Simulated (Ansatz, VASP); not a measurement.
**K2S: VASP beside Ansatz**

```
K S
1.0
     0.00000    3.70272    3.70272
     3.70272    0.00000    3.70272
     3.70272    3.70272    0.00000
K S
2 1
Direct
  0.25000 0.25000 0.25000
  0.75000 0.75000 0.75000
  0.00000 0.00000 0.00000
```

Alike in both runs: task single point; functional PBE; k mesh 6 × 6 × 6; no spin polarisation.

```csv
,VASP,Ansatz
version,VASP 6.6.1,Ansatz 0.2.0
potentials or method,"VASP PAW PBE potentials, release 64 (K_sv, S)","plane waves, PAW"
plane-wave cutoff (eV),500,420
occupations,"gaussian, width 0.01 eV",fixed
valence electrons in the cell,24,24
```

```csv
,VASP,Ansatz,Ansatz less VASP
gap on the k mesh at the Fermi level (eV),2.38,2.38,+0.002
pressure (GPa),0.5,0.4,-0.03
```
